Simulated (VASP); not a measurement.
Set up this calculation in VASP 6.6.1, as the native input.

* Task: electric field gradients
* Functional: LDA
* Potentials or basis: VASP PAW LDA potentials, release 64 (Mn_pv, Ni)
* Cutoff: 520 eV
* k mesh: 12 × 12 × 12
* Occupations: gaussian, width 0.05 eV
* Spin: collinear spin, ferromagnetic start
* Starting moments: [2.98, 0.51, 0.51, 0.51] μB
* Dipole correction: no
* Further INCAR settings: ALGO = Normal; EDIFF = 1e-08; NBANDS = 34

The structure of MnNi3 lies in POSCAR:

```
MnNi3
1.0
    3.5930000000      0.0000000000      0.0000000000
    0.0000000000      3.5930000000      0.0000000000
    0.0000000000      0.0000000000      3.5930000000
Mn Ni
1 3
Direct
    0.0000000000      0.0000000000      0.0000000000
    0.0000000000      0.5000000000      0.5000000000
    0.5000000000      0.0000000000      0.5000000000
    0.5000000000      0.5000000000      0.0000000000
```

The input as run:

INCAR

```
  ALGO = Normal
  EDIFF = 1E-8
  ENCUT = 520
  GGA_COMPAT = F
  ISIF = 2
  ISMEAR = 0
  ISPIN = 2
  LASPH = T
  LCHARG = F
  LEFG = T
  LMAXMIX = 4
  LORBIT = 11
  LREAL = F
  LWAVE = F
  MAGMOM = 2.98 0.51 0.51 0.51
  NBANDS = 34
  NELM = 200
  PREC = Accurate
  SIGMA = 0.05
```

KPOINTS

```
k-points
0
Gamma
  12 12 12
```

Potentials or basis: VASP PAW LDA potentials, release 64 (Mn_pv, Ni).

Run with:

```sh
$ cat potpaw_LDA.64/Mn_pv/POTCAR potpaw_LDA.64/Ni/POTCAR > POTCAR
$ mpirun -np 1 vasp_std > vasp.out
```

It gave:

```json
{
  "Pressure": "-20.4 GPa",
  "Net moment": "4.64 μB per cell",
  "Site moments": "Mn +3.09; Ni +0.49 μB",
  "Largest electric field gradient by atom": "Mn +0.0; Ni -0.8 V/Å²",
  "Valence electrons inside the program's atomic spheres": "Mn 11.65; Ni 9.30"
}
```

Caveat: the cell stands under tension; without QUAD_EFG the Cq values of the log hold for a quadrupole moment of 1 mb, not for the nuclei.

Run time: 7 min on 1 thread of Intel Xeon 8259CL, on a shared host, peak memory 0.29 GiB.
